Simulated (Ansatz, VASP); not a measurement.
## Two plane-wave programs on Al2Cu

INCAR

```
SYSTEM = Al2Cu
ALGO     = Normal         ! electronic algorithm
EDIFF    = 1E-6           ! SCF threshold, eV
ENCUT    = 520            ! plane-wave cutoff, eV
GGA      = PE             ! functional
ISIF     = 2              ! what is computed and relaxed
ISMEAR   = 0              ! smearing method
LASPH    = .True.         ! aspherical terms in the spheres
LCHARG   = .False.        ! write CHGCAR
LREAL    = .False.        ! projectors in reciprocal space
LWAVE    = .False.        ! write WAVECAR
NBANDS   = 16             ! bands
NELM     = 60             ! most SCF steps
PREC     = Accurate       ! precision mode
SIGMA    = 0.1            ! smearing width, eV
```

Contents of KPOINTS:

```
k-points
0
Gamma
  6 6 6
  0 0 0
```

Contents of POSCAR:

```
Al2Cu
1.0
   -2.0303375700      2.0303375700      2.8510940100
    2.0303375700     -2.0303375700      2.8510940100
    2.0303375700      2.0303375700     -2.8510940100
Al Cu
2 1
Direct
    0.7500000000      0.2500000000      0.5000000000
    0.2500000000      0.7500000000      0.5000000000
    0.5000000000      0.5000000000      0.0000000000
```

Input for Ansatz:

```yaml
crystal:
  lattice:
    - [-2.03033757, 2.03033757, 2.85109401]
    - [2.03033757, -2.03033757, 2.85109401]
    - [2.03033757, 2.03033757, -2.85109401]
  atoms:
    - { symbol: Al, position: [0.75, 0.25, 0.5] }
    - { symbol: Al, position: [0.25, 0.75, 0.5] }
    - { symbol: Cu, position: [0.5, 0.5, 0.0] }
basis:
  ecutwfc: 420
kpoints:
  mp_grid: { grid: [6, 6, 6] }
hamiltonian:
  xc: pbe
scf:
  occupations: { method: gaussian, width: 0.1 }
  lower_state_search: "off"
output:
  forces: true
  stress: true
  eigenvalues: true
```

Alike in both runs: task single point; functional PBE; k mesh 6 × 6 × 6; occupations gaussian, width 0.1 eV; no spin polarisation.

```csv
,VASP,Ansatz
version,VASP 6.6.1,Ansatz 0.2.0
potentials or method,"VASP PAW PBE potentials, release 64 (Al, Cu), cutoff 520 eV","scalar-relativistic, plane waves, PAW"
valence electrons in the cell,17,25
```

|  | VASP | Ansatz | Ansatz less VASP |
| --- | --- | --- | --- |
| gap on the k mesh at the Fermi level (eV) | none | none | - |
| pressure (GPa) | 2.9 | 2.8 | -0.11 |

A gap of «none» marks a metal or a gap that the smearing closes. The functional is the same, so the differences come from potentials, cutoffs and numerics. VASP's potentials hold 17 valence electrons a cell and Ansatz's 25, so a difference there can come from the potentials and not from the codes.

The k mesh is coarse, so the values compare programs but aren't converged.
